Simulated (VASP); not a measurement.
# Au (P6_3/mmc) in VASP: notebook, part 2 of 2

VASP 6.6.1. The steps go on from the part before.

## (5) Single point, PBEsol (volume scaled by 1.12)

File INCAR:

```
  ALGO = Normal
  EDIFF = 1E-6
  ENCUT = 520
  GGA = PS
  ISIF = 2
  ISMEAR = -1
  LASPH = True
  LCHARG = False
  LREAL = False
  LWAVE = False
  NBANDS = 18
  NELM = 60
  PREC = Accurate
  SIGMA = 0.1
```

File KPOINTS:

```
k-points
0
Gamma
  14 14 8
```

File POSCAR:

```
Au
1.0
    2.9747727192      0.0000000000      0.0000000000
   -1.4873863596      2.5762287454      0.0000000000
    0.0000000000      0.0000000000      4.9743223323
Au
2
Direct
    0.3333333333      0.6666666667      0.2500000000
    0.6666666667      0.3333333333      0.7500000000
```

Potentials or basis: VASP PAW PBE potentials, release 64 (Au).

Command:

```bash
> cat potpaw_PBE.64/Au/POTCAR > POTCAR
> mpirun -np 1 vasp_std > vasp.out
```

OUTCAR:

```text
EDIFF = 1E-6
   ENCUT = 520
   GGA = PS
   ISIF = 2
   ISMEAR = -1
   LASPH = True
   LREAL = False
   NELM = 60
   PREC = Accurate

 ion  position               nearest neighbor table
   1  0.333  0.667  0.250-   2 3.02   2 3.02   2 3.02   2 3.02   2 3.02   2 3.02
   2  0.667  0.333  0.750-   1 3.02   1 3.02   1 3.02   1 3.02   1 3.02   1 3.02

  LATTYP: Found a hexagonal cell.
 ALAT       =     2.9747727192
 C/A-ratio  =     1.6721688686

  Lattice vectors:

 A1 = (   2.9747727192,   0.0000000000,   0.0000000000)
 A2 = (  -1.4873863596,   2.5762287454,   0.0000000000)
 A3 = (   0.0000000000,   0.0000000000,   4.9743223323)

Analysis of symmetry for initial positions (statically):
=====================================================================
 Subroutine PRICEL returns:
 Original cell was already a primitive cell.

 Routine SETGRP: Setting up the symmetry group for a
 hexagonal supercell.

 Subroutine GETGRP returns: Found 24 space group operations
 (whereof 12 operations were pure point group operations)
 out of a pool of 24 trial point group operations.

The static configuration has the point symmetry D_3d.
[... 160 lines left out ...]

  energy without entropy =       -7.61021622  energy(sigma->0) =       -7.62262003

 E-fermi :   7.4797     XC(G=0): -12.2294

 val. band max:        7.4584794709   @ k =   0.1429   0.1429   0.2500
 cond. band min:       7.4839073020   @ k =   0.0714   0.0000   0.0000
 fundamental gap:      0.0254278312
 Fermi energy:         7.4797278280

 k-point     1 :       0.0000    0.0000    0.0000
  band No.  band energies     occupation
      1      -1.2706      2.00000
      2       1.0764      2.00000
      3       3.2751      2.00000
      4       3.4946      2.00000
      5       3.4946      2.00000
      6       3.7535      2.00000
[... 481 lines left out ...]
      5       3.3427      2.00000
      6       3.4596      2.00000
[... 10 lines left out ...]
     17      17.7917      0.00000
     18      18.0692      0.00000

 [... further k-points ...]

------------------------ aborting loop because EDIFF is reached ----------------------------------------

  FORCE on cell =-STRESS in cart. coord.  units (eV):
  Direction    XX          YY          ZZ          XY          YZ          ZX
  --------------------------------------------------------------------------------------
  -------------------------------------------------------------------------------------
  Total       -3.3939318     -3.3939318     -3.2403833      0.0000000     -0.0000000      0.0000000
  in kB     -142.6400762   -142.6400762   -136.1867443      0.0000000     -0.0000000      0.0000000
  external PRESSURE =    -140.4889655 kB  Pullay stress =       0.0000000 kB

 VOLUME and BASIS-vectors are now :
 -----------------------------------------------------------------------------
  energy-cutoff  :      520.00
  volume of cell :       38.12
      direct lattice vectors                 reciprocal lattice vectors
     2.974772719  0.000000000  0.000000000     0.336160135  0.194082145  0.000000000
    -1.487386360  2.576228745  0.000000000     0.000000000  0.388164289  0.000000000
     0.000000000  0.000000000  4.974322332     0.000000000  0.000000000  0.201032409

 POSITION                                       TOTAL-FORCE (eV/Angst)
 -----------------------------------------------------------------------------------
     -0.00000      1.71749      1.24358         0.000000     -0.000000      0.000000
      1.48739      0.85874      3.73074        -0.000000      0.000000      0.000000
 -----------------------------------------------------------------------------------
    total drift:                               -0.000000      0.000000     -0.000000

  FREE ENERGIE OF THE ION-ELECTRON SYSTEM (eV)
  ---------------------------------------------------
  free  energy   TOTEN  =        -7.6350238501 eV

  energy  without entropy=       -7.6102162173  energy(sigma->0) =       -7.62262003
```

Wall time 21 s (1 thread of Intel Xeon 6975P-C (Granite Rapids), shared host); peak memory 0.21 GiB.

What came out:

| Quantity | Value |
| --- | --- |
| Free energy | -7.6350 eV |
| Pressure | -14.0 GPa |
| Band gap on the k mesh | zero (band 11 reaches 10.97 eV, above the bottom of band 12 at 5.08 eV) |

Levels at points of the mesh, in eV from the Fermi level:
| k point | band 8 | band 9 | band 10 | band 11 | band 12 | band 13 | band 14 | band 15 |
| --- | --- | --- | --- | --- | --- | --- | --- | --- |
| (0.00, 0.00, 0.00) | -3.17 | -3.17 | -2.02 | -2.02 | -0.62 | 2.24 | 14.58 | 15.67 |
| (0.50, 0.00, 0.00) | -1.82 | -1.78 | -1.62 | 0.37 | 1.32 | 5.48 | 6.59 | 6.93 |
| (0.00, 0.00, 0.50) | -4.02 | -2.40 | -2.40 | -2.40 | -2.40 | 9.99 | 9.99 | 14.83 |
| (0.50, 0.00, 0.50) | -2.17 | -1.68 | -1.68 | 0.68 | 0.68 | 3.40 | 3.40 | 12.76 |

Caveat: the cell differs from its parent crystal (volume scaled by 1.12); the PAW data sets were made with another functional, which shifts forces and pressure a little; spin-orbit coupling is left out, which moves the levels of the heavy elements.

## (6) Relaxation of cell and atoms, PBEsol

This run uses another cell than the first one, of 16.96 Å³/atom, 0.996 times its volume.

File INCAR:

```
ALGO     = Normal         # electronic algorithm
EDIFF    = 1E-6           # SCF threshold, eV
EDIFFG   = -0.01          # ionic threshold
ENCUT    = 600            # plane-wave cutoff, eV
GGA      = PS             # functional
IBRION   = 2              # ionic algorithm
ISIF     = 3              # what is computed and relaxed
ISMEAR   = -1             # smearing method
LASPH    = T              # aspherical terms in the spheres
LCHARG   = F              # write CHGCAR
LREAL    = F              # projectors in reciprocal space
LWAVE    = F              # write WAVECAR
NELM     = 60             # most SCF steps
NSW      = 80             # ionic steps
PREC     = Accurate       # precision mode
SIGMA    = 0.1            # smearing width, eV
```

File KPOINTS:

```
k-points
0
Gamma
  13 13 7
```

File POSCAR:

```
Au
1.0
    2.8837471341      0.0000000000      0.0000000000
   -1.4418735670      2.4973982762      0.0000000000
    0.0000000000      0.0000000000      4.7091590700
Au
2
Direct
    0.3333333333      0.6666666667      0.2500000000
    0.6666666667      0.3333333333      0.7500000000
```

Potentials or basis: VASP PAW PBE potentials, release 64 (Au).

Command:

```bash
> cat potpaw_PBE.64/Au/POTCAR > POTCAR
> mpirun -np 1 vasp_std > vasp.out
```

OUTCAR:

```text
EDIFF = 1E-6
   EDIFFG = -0.01
   ENCUT = 600
   GGA = PS
   IBRION = 2
   ISIF = 3
   ISMEAR = -1
   LASPH = T
   LREAL = F
   NELM = 60
   NSW = 80
   PREC = Accurate

 ion  position               nearest neighbor table
   1  0.333  0.667  0.250-   2 2.88   2 2.88   2 2.88   2 2.88   2 2.88   2 2.88
   2  0.667  0.333  0.750-   1 2.88   1 2.88   1 2.88   1 2.88   1 2.88   1 2.88

  LATTYP: Found a hexagonal cell.
 ALAT       =     2.8837471341
 C/A-ratio  =     1.6330000000

  Lattice vectors:

 A1 = (   2.8837471341,   0.0000000000,   0.0000000000)
 A2 = (  -1.4418735670,   2.4973982762,   0.0000000000)
 A3 = (   0.0000000000,   0.0000000000,   4.7091590700)

Analysis of symmetry for initial positions (statically):
[... 343 lines left out ...]
      5       4.7309      2.00000
      6       5.0527      2.00000
      7       5.0527      2.00000
      8       5.7286      2.00000
      9       5.7286      2.00000
     10       7.1330      2.00000
     11       7.1330      2.00000
     12       8.1134      1.99997
     13      12.0438      0.00000
     14      23.8407      0.00000
[... 401 lines left out ...]
      2       2.4538      2.00000
      3       4.2238      2.00000
      4       4.6084      2.00000
      5       4.7060      2.00000
      6       5.1118      2.00000
      7       5.3033      2.00000
      8       5.4322      2.00000
      9       5.6904      2.00000
     10       5.8427      2.00000
     11       7.1898      2.00000
     12       9.3048      0.55559
     13      13.7142      0.00000
     14      22.6562      0.00000
     15      24.8935      0.00000

 [... further k-points ...]

------------------------ aborting loop because EDIFF is reached ----------------------------------------

  FORCE on cell =-STRESS in cart. coord.  units (eV):
  Direction    XX          YY          ZZ          XY          YZ          ZX
  --------------------------------------------------------------------------------------
  -------------------------------------------------------------------------------------
  Total       -0.0130895     -0.0130895     -0.0151737     -0.0000000      0.0000000     -0.0000000
  in kB       -0.6167885     -0.6167885     -0.7149962     -0.0000000      0.0000000     -0.0000000
  external PRESSURE =      -0.6495244 kB  Pullay stress =       0.0000000 kB
[... 17 lines left out ...]
  FREE ENERGIE OF THE ION-ELECTRON SYSTEM (eV)
  ---------------------------------------------------
  free  energy   TOTEN  =        -7.8574984496 eV

  energy  without entropy=       -7.8437234573  energy(sigma->0) =       -7.85061095

 reached required accuracy - stopping structural energy minimisation
```

OSZICAR:

```text
N       E                     dE             d eps       ncg     rms          rms(c)
DAV:   1     0.132739713013E+03    0.13274E+03   -0.13013E+04  2520   0.160E+03
[... 36 lines left out ...]
       N       E                     dE             d eps       ncg     rms          rms(c)
DAV:   1    -0.787642117019E+01   -0.20485E-01   -0.48692E-01  2730   0.659E+00    0.794E-01
DAV:   2    -0.785930653217E+01    0.17115E-01   -0.34526E-02  2751   0.189E+00    0.355E-01
DAV:   3    -0.785771687485E+01    0.15897E-02   -0.27797E-03  2786   0.501E-01    0.237E-01
DAV:   4    -0.785749641375E+01    0.22046E-03   -0.50652E-04  2716   0.194E-01    0.239E-02
DAV:   5    -0.785749937346E+01   -0.29597E-05   -0.31212E-05  3024   0.520E-02    0.122E-02
DAV:   6    -0.785749844961E+01    0.92385E-06   -0.18416E-06  1736   0.137E-02
   5 F= -.78574984E+01 E0= -.78506110E+01  d E =-.654672E-03
```

CONTCAR:

```text
Au
   1.00000000000000
     2.8636489595852432   -0.0000000000004006    0.0000000000000000
    -1.4318244797433171    2.4799927465011695   -0.0000000000000000
     0.0000000000000000   -0.0000000000000000    4.7877114613934131
  Au
     2
Direct
     0.3333333332999970    0.6666666667000030    0.2500000000000000
     0.6666666667000030    0.3333333332999970    0.7500000000000000

  0.00000000E+00  0.00000000E+00  0.00000000E+00
  0.00000000E+00  0.00000000E+00  0.00000000E+00
```

It took 47 s on 1 thread of Intel Xeon 6975P-C (Granite Rapids), shared host; peak memory 0.2 GiB.

What came out:

```yaml
Free_energy: -7.8575 eV
Relaxed_volume: 17.00 Å³/atom
Relaxed_cell: a = 2.864 Å, b = 2.864 Å, c = 4.788 Å, α = 90.00°, β = 90.00°, γ = 120.00°
Space_group_after_relaxing_to_0.05_Å: P6_3/mmc (No. 194)
Energy_gained_by_relaxing: 2.6 meV/atom
Ionic_steps: 5
Pressure_after_relaxing: -0.1 GPa
Band_gap_on_the_k_mesh: zero (band 11 reaches 12.33 eV, above the bottom of band 12 at 6.81 eV)
```

Step by step:
```
step  energy change (eV)  largest force (eV/Å)  pressure (GPa)  volume (Å³)
   1              0.0000                0.0000            0.40        33.91
   2             -0.0044                0.0000           -0.68        34.12
   3             -0.0046                0.0000           -0.97        34.17
   4             -0.0037                0.0000            1.41        33.74
   5             -0.0052                0.0000           -0.06        34.00
```

Final structure:
```
CELL_PARAMETERS angstrom
2.86365 0.00000 0.00000
-1.43182 2.47999 0.00000
0.00000 0.00000 4.78771
ATOMIC_POSITIONS crystal
Au 0.33333 0.66667 0.25000
Au 0.66667 0.33333 0.75000
```

Levels at points of the mesh, in eV from the Fermi level:
| k point | band 7 | band 8 | band 9 | band 10 | band 11 | band 12 | band 13 | band 14 | band 15 |
| --- | --- | --- | --- | --- | --- | --- | --- | --- | --- |
| (0.00, 0.00, 0.00) | -4.16 | -3.48 | -3.48 | -2.08 | -2.08 | -1.10 | 2.83 | 14.63 | 15.87 |

Caveat: the PAW data sets were made with another functional, which shifts forces and pressure a little; spin-orbit coupling is left out, which moves the levels of the heavy elements.

## (7) Single point, PBEsol

File INCAR:

```
SYSTEM = Au
PREC = Accurate
ENCUT = 520
EDIFF = 1E-6
ISMEAR = -1
SIGMA = 0.1
LREAL = .False.
LASPH = .True.
NELM = 80
ALGO = Normal
ISIF = 2
LWAVE = .False.
LCHARG = .False.
GGA = PS
NBANDS = 18
```

File KPOINTS:

```
Automatic mesh
0
Gamma
  21 21 11
  0 0 0
```

File POSCAR:

```
Au
1.0
    2.8644931134      0.0000000000      0.0000000000
   -1.4322465567      2.4807238052      0.0000000000
    0.0000000000      0.0000000000      4.7899162086
Au
2
Direct
    0.3333333333      0.6666666667      0.2500000000
    0.6666666667      0.3333333333      0.7500000000
```

Command:

```bash
> cat potpaw_PBE.64/Au/POTCAR > POTCAR
> mpirun -np 1 vasp_std > vasp.out
```

Wall time 42 s (1 thread of Intel Xeon 6975P-C (Granite Rapids), shared host); peak memory 0.26 GiB.

Results (log left out):

- Free energy: -7.8462 eV
- Pressure: -0.2 GPa
- Band gap on the k mesh: zero (band 11 reaches 13.32 eV, above the bottom of band 12 at 6.74 eV)

Stress tensor (GPa, compression positive):
```
-0.34  0.00  0.00
 0.00 -0.34  0.00
 0.00  0.00  0.10
```

Levels at points of the mesh, in eV from the Fermi level:
| k point | band 8 | band 9 | band 10 | band 11 | band 12 | band 13 | band 14 | band 15 |
| --- | --- | --- | --- | --- | --- | --- | --- | --- |
| (0.00, 0.00, 0.00) | -3.55 | -3.55 | -2.15 | -2.15 | -1.16 | 2.76 | 14.56 | 15.79 |

Caveat: the PAW data sets were made with another functional, which shifts forces and pressure a little; spin-orbit coupling is left out, which moves the levels of the heavy elements.

## (8) Summary

```csv
task,cell,k mesh,cutoff (eV),gap on the mesh (eV),pressure (GPa)
single point,"a = 2.864, b = 2.864, c = 4.790 Å, angles 90.0, 90.0, 120.0°, 2 atoms",14 × 14 × 8,520,none,-0.1
single point,"a = 2.902, b = 2.902, c = 4.853 Å, angles 90.0, 90.0, 120.0°, 2 atoms",14 × 14 × 8,520,none,-6.1
single point,"a = 2.939, b = 2.939, c = 4.914 Å, angles 90.0, 90.0, 120.0°, 2 atoms",14 × 14 × 8,520,none,-10.6
single point,"a = 2.975, b = 2.975, c = 4.974 Å, angles 90.0, 90.0, 120.0°, 2 atoms",14 × 14 × 8,520,none,-14.0
relaxation of cell and atoms,"relaxed from a = 2.884, b = 2.884, c = 4.709 Å, angles 90.0, 90.0, 120.0°, 2 atoms",13 × 13 × 7,600,none,-0.1
single point,"a = 2.864, b = 2.864, c = 4.790 Å, angles 90.0, 90.0, 120.0°, 2 atoms",21 × 21 × 11,520,none,-0.2
```

Alike in all rows: level PBEsol; potentials or basis VASP PAW PBE potentials, release 64 (Au); no spin polarisation; smearing fermi-dirac 0.1 eV.

Caveats: the PAW data sets were made with another functional, which shifts forces and pressure a little; spin-orbit coupling is left out, which moves the levels of the heavy elements.

Total energies depend on the potentials used, so only differences within one code and one set of settings carry meaning.
